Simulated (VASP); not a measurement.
Write the native input for VASP 6.6.1 that does the following.

```
Task                   : single point
Functional             : PBEsol
Potentials or basis    : VASP PAW PBE potentials, release 64 (Cs_sv, Cl)
Cutoff                 : 500 eV
k mesh                 : 4 × 4 × 4
Occupations            : gaussian, width 0.1 eV
Spin                   : no spin polarisation
Dipole correction      : no
Further INCAR settings : ALGO = Normal; EDIFF = 1e-06; NBANDS = 15
```

The structure of CsCl lies in POSCAR:

```
CsCl
1.0
    4.1230000000      0.0000000000      0.0000000000
    0.0000000000      4.1230000000      0.0000000000
    0.0000000000      0.0000000000      4.1230000000
Cs Cl
1 1
Direct
    0.0000000000      0.0000000000      0.0000000000
    0.5000000000      0.5000000000      0.5000000000
```

The input as run:

INCAR

```
SYSTEM = CsCl
PREC     = Accurate       ! precision mode
ENCUT    = 500            ! plane-wave cutoff, eV
EDIFF    = 1E-6           ! SCF threshold, eV
ISMEAR   = 0              ! smearing method
SIGMA    = 0.1            ! smearing width, eV
LREAL    = .FALSE.        ! projectors in reciprocal space
LASPH    = .TRUE.         ! aspherical terms in the spheres
NELM     = 120            ! most SCF steps
ALGO     = Normal         ! electronic algorithm
ISIF     = 2              ! what is computed and relaxed
LWAVE    = .FALSE.        ! write WAVECAR
LCHARG   = .TRUE.         ! write CHGCAR
GGA      = PS             ! functional
LELF     = .TRUE.         ! ELF
LVHAR    = .TRUE.       
NBANDS   = 15             ! bands
GGA_COMPAT= .FALSE.
```

KPOINTS

```
Automatic mesh
0
G
  4 4 4
  0 0 0
```

Potentials or basis: VASP PAW PBE potentials, release 64 (Cs_sv, Cl).

Launch:

```console
$ cat potpaw_PBE.64/Cs_sv/POTCAR potpaw_PBE.64/Cl/POTCAR > POTCAR
$ mpirun -np 1 vasp_std > vasp.out
```

It gave:

* Pressure: -0.6 GPa
* Band gap on the k mesh: 5.05 eV

Caveat: the PAW data sets were made with another functional, which shifts forces and pressure a little; spin-orbit coupling is left out, which moves the levels of the heavy elements.

Run time: 7.4 s on 1 thread of Intel(R) Xeon(R) Platinum 8559C (Emerald Rapids) (shared host), peak memory 0.16 GiB.
